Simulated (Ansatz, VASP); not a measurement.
WC in VASP and in Ansatz

Contents of INCAR:

```
SYSTEM = WC
ALGO = Normal
EDIFF = 1E-6
ENCUT = 520
GGA = PS
ISIF = 2
ISMEAR = 0
LASPH = .True.
LCHARG = .True.
LELF = .True.
LREAL = .False.
LVHAR = .True.
LWAVE = .False.
NBANDS = 16
NELM = 80
PREC = Accurate
SIGMA = 0.15
```

File KPOINTS:

```
k-points
0
Gamma
  18 18 18
  0 0 0
```

File POSCAR:

```
WC
1.0
    0.0000000000      2.3023182000      2.3023182000
    2.3023182000      0.0000000000      2.3023182000
    2.3023182000      2.3023182000      0.0000000000
W C
1 1
Direct
    0.0000000000      0.0000000000      0.0000000000
    0.5000000000      0.5000000000      0.5000000000
```

Input for Ansatz:

```yaml
crystal:
  lattice:
    - [0.0, 2.3023182, 2.3023182]
    - [2.3023182, 0.0, 2.3023182]
    - [2.3023182, 2.3023182, 0.0]
  atoms:
    - { symbol: W, position: [0.0, 0.0, 0.0] }
    - { symbol: C, position: [0.5, 0.5, 0.5] }
basis:
  ecutwfc: 420
kpoints:
  mp_grid: { grid: [18, 18, 18] }
hamiltonian:
  xc: pbesol
scf:
  occupations: { method: gaussian, width: 0.15 }
output:
  forces: true
  stress: true
  eigenvalues: true
```

Change from the starting cell: strain +0.050 along x and y, +0.050 along z, atoms carried along.

Alike in both runs: task single point; functional PBEsol; k mesh 18 × 18 × 18; occupations gaussian, width 0.15 eV; no spin polarisation.

|  | VASP | Ansatz |
| --- | --- | --- |
| version | VASP 6.6.1 | Ansatz 0.2.0 |
| potentials or method | VASP PAW PBE potentials, release 64 (W_sv, C), cutoff 520 eV | scalar-relativistic, plane waves, PAW |
| valence electrons in the cell | 18 | 18 |

VASP gave:

* gap on the k mesh at the Fermi level (eV): none
* pressure (GPa): -45.9

Question: Which values does Ansatz return?

Answer: gap on the k mesh at the Fermi level (eV): none; pressure (GPa): -46.5.

VASP's potentials were made for PBE, not for PBEsol. A gap of «none» marks a metal or a gap that the smearing closes. Both programs put the cell under strong tension, so it lies far from rest at this level. With one functional, cell and mesh, what is left measures potentials, basis and numerics.

Spin-orbit coupling is off throughout. Noted on VASP's run: the cell as given lies far from equilibrium.
